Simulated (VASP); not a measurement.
Here is a VASP 6.6.1 calculation.

The input INCAR:

```
SYSTEM = InP
ALGO = Normal
EDIFF = 1E-8
ENCUT = 520
GGA = CA
IBRION = 8
ISIF = 2
ISMEAR = 0
LASPH = .TRUE.
LCHARG = .FALSE.
LREAL = .FALSE.
LWAVE = .FALSE.
NBANDS = 16
NELM = 80
NSW = 1
PREC = Accurate
SIGMA = 0.01
```

File KPOINTS:

```
k-points
0
G
  8 8 8
  0 0 0
```

Contents of POSCAR:

```
InP
1.0
    2.8354943050      2.8354943050      0.0000000000
   -2.8354943050      2.8354943050      0.0000000000
    0.0000000000      2.8354943050      2.8354943050
In P
1 1
Direct
    0.0000000000      0.0000000000      0.0000000000
    0.7500000000      0.2500000000      0.5000000000
```

Potentials or basis: VASP PAW LDA potentials, release 64 (In_d, P).

Command:

```bash
$ cat potpaw_LDA.64/In_d/POTCAR potpaw_LDA.64/P/POTCAR > POTCAR
$ mpirun -np 1 vasp_std > vasp.out
```

**Question.** What does it give for the highest phonon frequency at Γ, LO-TO splitting left out?

**Answer.** 336 cm⁻¹.

Phonon frequencies in cm⁻¹ (negative: imaginary):
| q point | frequencies |
| --- | --- |
| (0.000, 0.000, 0.000) | 0 0 0 336 336 336 |

Caveat: the cell wasn't relaxed at this level first, which shifts response properties.
